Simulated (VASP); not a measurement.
A run of VASP 6.6.1 is set up as follows.

The input INCAR:

```
SYSTEM = Cl
  ALGO = Normal
  EDIFF = 1E-6
  EDIFFG = -0.02
  ENCUT = 600
  GGA = PS
  IBRION = 2
  ISIF = 3
  ISMEAR = 0
  LASPH = .True.
  LCHARG = .False.
  LREAL = .False.
  LWAVE = .False.
  NELM = 100
  NSW = 70
  PREC = Accurate
  SIGMA = 0.02
```

KPOINTS

```
k-points
0
Gamma
  6 6 4
  0 0 0
```

Contents of POSCAR:

```
Cl
1.0
    3.2960677808     -2.0333440756      0.0000000000
    3.2960677808      2.0333440756      0.0000000000
    0.0000000000      0.0000000000      8.0947128585
Cl
4
Direct
    0.8748594435      0.1251405565      0.1086883287
    0.6251405565      0.3748594435      0.6086883287
    0.1251405565      0.8748594435      0.8913116713
    0.3748594435      0.6251405565      0.3913116713
```

Potentials or basis: VASP PAW PBE potentials, release 64 (Cl).

Launch:

```bash
$ cat potpaw_PBE.64/Cl/POTCAR > POTCAR
$ mpirun -np 1 vasp_std > vasp.out
```

Task: Predict the relaxed volume.

Result: 26.70 Å³/atom.

Task: What does it give for the relaxed cell?

Result: a = 3.932 Å, b = 3.932 Å, c = 7.997 Å, α = 90.00°, β = 90.00°, γ = 59.76°.

Task: What does it give for the band gap on the k mesh?

Result: 2.17 eV.

Forces on the atoms (eV/Å):
```
Cl   0.000 -0.016  0.004
Cl   0.000  0.016  0.004
Cl   0.000  0.016 -0.004
Cl   0.000 -0.016 -0.004
```

Caveat: this functional lacks dispersion, which holds the molecules together, so the pressure and a relaxed volume are unreliable; the PAW data sets were made with another functional, which shifts forces and pressure a little. A k mesh can miss the band edges.
